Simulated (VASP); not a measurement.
A run of VASP 6.6.1:

The input POSCAR:

```
Al2Cu
1.0
    4.0869965272      0.0000000000      0.0000000000
    0.0000000000      4.0869965272      0.0000000000
    0.0000000000      0.0000000000      2.8528540572
Cu Al
1 2
Direct
    0.0000000000      0.0000000000      0.0000000000
    0.0000000000      0.5000000000      0.5000000000
    0.5000000000      0.0000000000      0.5000000000
```

The input INCAR.step1:

```
  PREC = Accurate
  ENCUT = 520
  ISMEAR = -1
  SIGMA = 0.05
  LREAL = F
  LASPH = T
  NELM = 60
  NBANDS = 16
  GGA = PE
  ALGO = Normal
  EDIFF = 1E-4
  LWAVE = T
  LCHARG = F
```

INCAR.step2

```
  PREC = Accurate
  ENCUT = 520
  EDIFF = 1E-6
  ISMEAR = -1
  SIGMA = 0.05
  LREAL = F
  LASPH = T
  NELM = 60
  ALGO = Normal
  ISIF = 2
  LWAVE = F
  LCHARG = F
  METAGGA = R2SCAN
  LMIXTAU = T
  NBANDS = 16
  ISTART = 1
```

KPOINTS

```
Automatic mesh
0
Gamma
  7 7 9
```

Potentials or basis: VASP PAW PBE potentials, release 64 (Cu, Al).

Run with:

```sh
$ cat potpaw_PBE.64/Cu/POTCAR potpaw_PBE.64/Al/POTCAR > POTCAR
$ cp INCAR.step1 INCAR
$ mpirun -np 1 vasp_std > vasp.out
$ cp INCAR.step2 INCAR
$ mpirun -np 1 vasp_std > vasp.out
```

Hardware: 1 thread of Intel(R) Xeon(R) Platinum 8375C CPU @ 2.90GHz (Ice Lake) (shared host).

Question: How long does it take, and how much memory?

Answer: Wall time 2 min on 1 thread of Intel(R) Xeon(R) Platinum 8375C CPU @ 2.90GHz (Ice Lake), on a shared host, peak memory 0.18 GiB. Counts: k points 50.
